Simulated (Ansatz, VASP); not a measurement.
## ZnCu: VASP beside Ansatz

The input INCAR:

```
ALGO = Normal ; EDIFF = 1E-6
ENCUT = 520 ; GGA = PE
ISIF = 2 ; ISMEAR = 0
LASPH = True ; LCHARG = False
LREAL = False ; LWAVE = False
NBANDS = 18 ; NELM = 60
PREC = Accurate ; SIGMA = 0.1
```

KPOINTS

```
k-points
0
Gamma
  14 14 14
```

POSCAR

```
ZnCu
1.0
    2.8714783472      0.0000000000      0.0000000000
    0.0000000000      2.8714783472      0.0000000000
    0.0000000000      0.0000000000      2.8714783472
Zn Cu
1 1
Direct
    0.5000000000      0.5000000000      0.5000000000
    0.0000000000      0.0000000000      0.0000000000
```

Input for Ansatz:

```yaml
crystal:
  lattice:
    - [2.8714783472, 0.0, 0.0]
    - [0.0, 2.8714783472, 0.0]
    - [0.0, 0.0, 2.8714783472]
  atoms:
    - { symbol: Zn, position: [0.5, 0.5, 0.5] }
    - { symbol: Cu, position: [0.0, 0.0, 0.0] }
basis:
  ecutwfc: 420
kpoints:
  mp_grid: { grid: [14, 14, 14] }
hamiltonian:
  xc: pbe
scf:
  occupations: { method: gaussian, width: 0.1 }
output:
  forces: true
  stress: true
  eigenvalues: true
```

Alike in both runs: task single point; functional PBE; k mesh 14 × 14 × 14; occupations gaussian, width 0.1 eV; no spin polarisation.

|  | VASP | Ansatz |
| --- | --- | --- |
| version | VASP 6.6.1 | Ansatz 0.2.0 |
| potentials or method | VASP PAW PBE potentials, release 64 (Zn, Cu), cutoff 520 eV | scalar-relativistic, plane waves, PAW |
| valence electrons in the cell | 23 | 31 |

Ansatz gave:

| Item | Value |
| --- | --- |
| gap on the k mesh at the Fermi level (eV) | none |
| pressure (GPa) | 13.8 |

Q: What did VASP give for the same quantities?

A: gap on the k mesh at the Fermi level (eV): none; pressure (GPa): 14.4.

A gap of «none» marks a metal or a gap that the smearing closes. VASP's potentials hold 23 valence electrons a cell and Ansatz's 31, so a difference there can come from the potentials and not from the codes.
